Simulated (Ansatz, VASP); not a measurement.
# HfSeS4 in VASP and in Ansatz

```
CELL_PARAMETERS angstrom
0.00000 3.71177 3.71177
3.71177 0.00000 3.71177
3.71177 3.71177 0.00000
ATOMIC_POSITIONS crystal
Hf 0.75000 0.75000 0.75000
Se 0.00000 0.00000 0.00000
S 0.37762 0.37762 0.86715
S 0.86715 0.37762 0.37762
S 0.37762 0.37762 0.37762
S 0.37762 0.86715 0.37762
```

Change from the starting cell: species swapped into the HoInCo4 type (F-43m, No. 216).

Alike in both runs: functional PBE; k mesh 10 × 10 × 10; occupations gaussian, width 0.1 eV; no spin polarisation.

Ansatz relaxed the structure, and its values are those at the end. VASP's run is a single point on that final structure, the one shown.

|  | VASP | Ansatz |
| --- | --- | --- |
| version | VASP 6.6.1 | Ansatz 0.2.0 |
| potentials or method | VASP PAW PBE potentials, release 64 (Hf_pv, Se, S), cutoff 520 eV | scalar-relativistic, plane waves, PAW |
| valence electrons in the cell | 40 | 66 |

VASP gave:

```
gap on the k mesh at the Fermi level (eV) : none
pressure (GPa)                            : -0.5
rms of the force components (eV/Å)        : 0.006
```

Problem. Which values does Ansatz return?

Solution. gap on the k mesh at the Fermi level (eV): none; pressure (GPa): 0.0; rms of the force components (eV/Å): 0.004.

A gap of «none» marks a metal or a gap that the smearing closes. VASP's potentials hold 40 valence electrons a cell and Ansatz's 66, so a difference there can come from the potentials and not from the codes.

Neither program's run includes spin-orbit coupling.
